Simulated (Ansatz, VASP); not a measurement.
# ReS3 in VASP and in Ansatz

The input INCAR:

```
ALGO     = Normal         # electronic algorithm
EDIFF    = 1E-6           # SCF threshold, eV
ENCUT    = 520            # plane-wave cutoff, eV
GGA      = PE             # functional
ISIF     = 2              # what is computed and relaxed
ISMEAR   = 0              # smearing method
ISPIN    = 2              # spin polarisation
LASPH    = T              # aspherical terms in the spheres
LCHARG   = T              # write CHGCAR
LELF     = T              # ELF
LMAXMIX  = 4              # l up to which the mixer works
LORBIT   = 11             # projections on sites
LREAL    = F              # projectors in reciprocal space
LVHAR    = T            
LWAVE    = F              # write WAVECAR
MAGMOM   = -1 1 0 0 0 0 0 0 # initial moments
NBANDS   = 39             # bands
NELM     = 150            # most SCF steps
PREC     = Accurate       # precision mode
SIGMA    = 0.1            # smearing width, eV
```

Contents of KPOINTS:

```
k-points
0
Gamma
  3 3 4
```

POSCAR

```
ReS3
1.0
    6.8810505300      0.0000000000      0.0000000000
   -3.4405252700      5.9591645700      0.0000000000
    0.0000000000      0.0000000000      5.2985527900
Re S
2 6
Direct
    0.3333333300      0.6666666700      0.7500000000
    0.6666666700      0.3333333300      0.2500000000
    0.1677250900      0.3354501700      0.2500000000
    0.1677250900      0.8322749100      0.2500000000
    0.6645498300      0.8322749100      0.2500000000
    0.8322749100      0.6645498300      0.7500000000
    0.8322749100      0.1677250900      0.7500000000
    0.3354501700      0.1677250900      0.7500000000
```

Input for Ansatz:

```yaml
crystal:
  lattice:
    - [6.88105053, 0.0, 0.0]
    - [-3.44052527, 5.95916457, 0.0]
    - [0.0, 0.0, 5.29855279]
  atoms:
    - { symbol: Re, position: [0.33333333, 0.66666667, 0.75], spin: -1.0 }
    - { symbol: Re, position: [0.66666667, 0.33333333, 0.25], spin: 1.0 }
    - { symbol: S, position: [0.16772509, 0.33545017, 0.25] }
    - { symbol: S, position: [0.16772509, 0.83227491, 0.25] }
    - { symbol: S, position: [0.66454983, 0.83227491, 0.25] }
    - { symbol: S, position: [0.83227491, 0.66454983, 0.75] }
    - { symbol: S, position: [0.83227491, 0.16772509, 0.75] }
    - { symbol: S, position: [0.33545017, 0.16772509, 0.75] }
basis:
  ecutwfc: 420
kpoints:
  mp_grid: { grid: [3, 3, 4] }
hamiltonian:
  xc: pbe
scf:
  occupations: { method: gaussian, width: 0.1 }
  lower_state_search: "off"
output:
  forces: true
  stress: true
  eigenvalues: true
  populations: true
magnetization:
  spin_polarized: true
```

Change from the starting cell: species swapped into the Dy3Lu type (P6_3/mmc, No. 194).

Alike in both runs: task single point; functional PBE; k mesh 3 × 3 × 4; occupations gaussian, width 0.1 eV; collinear spin.

|  | VASP | Ansatz |
| --- | --- | --- |
| version | VASP 6.6.1 | Ansatz 0.2.0 |
| potentials or method | VASP PAW PBE potentials, release 64 (Re, S), cutoff 520 eV | scalar-relativistic, plane waves, PAW |
| valence electrons in the cell | 50 | 66 |

```tsv
	VASP	Ansatz	Ansatz less VASP
gap on the k mesh at the Fermi level (eV)	none	none	-
pressure (GPa)	-21.0	-15.7	+5.30
traceless stress, the component that is largest in VASP (GPa)	-5.08	-3.32	+1.759
rms of the force components (eV/Å)	0.689	0.456	-0.2332
net moment per atom (μB)	0.00	0.00	0.000
size of the moment on the site where the two differ most (μB)	0.00	3.67	+3.667
```

Site moments also hang on the region over which each program counts them. Atom by atom the forces differ by 0.233 eV/Å (rms over components). A gap of «none» marks a metal or a gap that the smearing closes. VASP's potentials hold 50 valence electrons a cell and Ansatz's 66, so a difference there can come from the potentials and not from the codes.

Neither program's run includes spin-orbit coupling.
